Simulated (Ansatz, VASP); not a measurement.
## Sn: VASP beside Ansatz

INCAR

```
PREC = Accurate ; ENCUT = 520
EDIFF = 1E-6 ; ISMEAR = -1
SIGMA = 0.08 ; LREAL = False
LASPH = True ; NELM = 60
ALGO = Normal ; ISIF = 2
LWAVE = False ; LCHARG = False
GGA = CA ; NBANDS = 13
```

The input KPOINTS:

```
Automatic mesh
0
Gamma
  13 13 13
```

Contents of POSCAR:

```
Sn
1.0
   -1.7243895975      1.9929974191      2.1492112800
    1.7243895975     -1.9929974191      2.1492112800
    1.7243895975      1.9929974191     -2.1492112800
Sn
1
Direct
    0.0000000000      0.0000000000      0.0000000000
```

Input for Ansatz:

```yaml
crystal:
  lattice:
    - [-1.7243895975, 1.9929974191, 2.14921128]
    - [1.7243895975, -1.9929974191, 2.14921128]
    - [1.7243895975, 1.9929974191, -2.14921128]
  atoms:
    - { symbol: Sn, position: [0.0, 0.0, 0.0] }
kpoints:
  mp_grid: { grid: [13, 13, 13] }
scf:
  occupations: { method: fermi_dirac, width: 0.08 }
hamiltonian:
  xc: lda
  pseudopotentials: { kind: all_electron, lapw: { basis_error: 0.00025 } }
output:
  forces: true
  stress: true
  eigenvalues: true
```

Change from the starting cell: volume scaled by 1.06.

Alike in both runs: task single point; functional LDA; k mesh 13 × 13 × 13; occupations fermi-dirac, width 0.08 eV; no spin polarisation.

|  | VASP | Ansatz |
| --- | --- | --- |
| version | VASP 6.6.1 | Ansatz 0.2.0 |
| potentials or method | VASP PAW LDA potentials, release 64 (Sn_d), cutoff 520 eV | all-electron LAPW, scalar-relativistic |

Ansatz gave:

| Property | Result |
| --- | --- |
| pressure (GPa) | -5.8 |
| traceless stress, the component that is largest in VASP (GPa) | 0.28 |

Problem. Estimate VASP's values.

Solution. Pressure (GPa): -5.9; traceless stress, the component that is largest in VASP (GPa): 0.28.

LDA's correlation is that of Perdew and Zunger in VASP and of Perdew and Wang (1992) in Ansatz. Ansatz ran all-electron here, and VASP with PAW potentials.
